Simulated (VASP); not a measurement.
A run of VASP 6.6.1 is set up as follows.

The input INCAR:

```
SYSTEM = Sb
PREC = Accurate
ENCUT = 520
EDIFF = 1E-8
ISMEAR = -1
SIGMA = 0.05
LREAL = .False.
LASPH = .True.
NELM = 80
ALGO = Normal
ISIF = 2
LWAVE = .False.
LCHARG = .False.
GGA = PS
LEFG = .True.
NBANDS = 12
```

Contents of KPOINTS:

```
regular mesh
0
Gamma
  12 12 7
  0 0 0
```

The input POSCAR:

```
Sb
1.0
    3.4363801831      0.0000000000      0.0000000000
   -1.7181900916      2.9759925356      0.0000000000
    0.0000000000      0.0000000000      5.3300000000
Sb
2
Direct
    0.3333333333      0.6666666667      0.2500000000
    0.6666666667      0.3333333333      0.7500000000
```

Potentials or basis: VASP PAW PBE potentials, release 64 (Sb).

Command:

```console
$ cat potpaw_PBE.64/Sb/POTCAR > POTCAR
$ mpirun -np 1 vasp_std > vasp.out
```

(1) Predict the band gap on the k mesh.

(2) What does it give for the pressure?

Results:

(1) zero (bands 5 and 6 overlap by 6.41 eV).

(2) -2.7 GPa.

Caveat: the cell differs from its parent crystal (equal xx and yy strain of +2 %); without QUAD_EFG the Cq values of the log hold for a quadrupole moment of 1 mb, not for the nuclei; the PAW data sets were made with another functional, which shifts forces and pressure a little; spin-orbit coupling is left out, which moves the levels of the heavy elements.
